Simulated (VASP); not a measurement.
A run of VASP 6.6.1 is set up as follows.

INCAR

```
PREC = Accurate ; ENCUT = 520
EDIFF = 1E-7 ; ISMEAR = 0
SIGMA = 0.15 ; LREAL = False
LASPH = True ; NELM = 80
ALGO = Fast ; ISIF = 2
LWAVE = False ; LCHARG = True
GGA = PE ; LELF = True
LVHAR = True ; NBANDS = 11
```

The input KPOINTS:

```
regular mesh
0
Gamma
  22 22 22
```

File POSCAR:

```
Pt
1.0
   -1.6000622000      1.6000622000      1.5842200000
    1.6000622000     -1.6000622000      1.5842200000
    1.5683778000      1.5683778000     -1.5842200000
Pt
1
Direct
    0.0000000000      0.0000000000      0.0000000000
```

Potentials or basis: VASP PAW PBE potentials, release 64 (Pt).

The run is started by

```sh
$ cat potpaw_PBE.64/Pt/POTCAR > POTCAR
$ mpirun -np 1 vasp_std > vasp.out
```

Problem. Predict the band gap on the k mesh.

Solution. Zero (bands 5 and 6 overlap by 2.21 eV).

Problem. What does it give for the pressure?

Solution. -1.3 GPa.

Stress tensor (GPa, compression positive):
```
-1.36  2.96  0.00
 2.96 -1.36  0.00
 0.00  0.00 -1.29
```

Caveat: the cell differs from its parent crystal (strain -0.0200 x Voigt [0, 0, 0, 0, 0, 1]); spin-orbit coupling is left out, which moves the levels of the heavy elements.
